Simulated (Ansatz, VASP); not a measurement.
## Two plane-wave programs on TaN

```
CELL_PARAMETERS angstrom
5.19100 0.00000 0.00000
-2.59550 4.49554 0.00000
0.00000 0.00000 2.90800
ATOMIC_POSITIONS crystal
Ta 0.66667 0.33333 0.53439
Ta 0.33333 0.66667 0.50000
Ta 0.00000 0.00000 0.00000
N 0.00000 0.50000 0.00000
N 0.50000 0.50000 0.00000
N 0.50000 0.00000 0.00000
```

Alike in both runs: task single point; functional PBEsol; k mesh 8 × 8 × 11; occupations fermi-dirac, width 0.02 eV; no spin polarisation.

```csv
,VASP,Ansatz
version,VASP 6.6.1,Ansatz 0.2.0
potentials or method,"VASP PAW PBE potentials, release 64 (Ta_pv, N), cutoff 520 eV","scalar-relativistic, plane waves, PAW"
valence electrons in the cell,48,54
```

```tsv
	VASP	Ansatz	Ansatz less VASP
pressure (GPa)	3.1	2.2	-0.97
traceless stress, the component that is largest in VASP (GPa)	0.16	-0.06	-0.214
rms of the force components (eV/Å)	0.602	0.591	-0.0106
```

VASP's potentials were made for PBE, not for PBEsol. Atom by atom the forces differ by 0.011 eV/Å (rms over components). With one functional, cell and mesh, what is left measures potentials, basis and numerics. VASP's potentials hold 48 valence electrons a cell and Ansatz's 54, so a difference there can come from the potentials and not from the codes. Ansatz's warnings: stress scf threshold loose.

Spin-orbit coupling is off throughout.
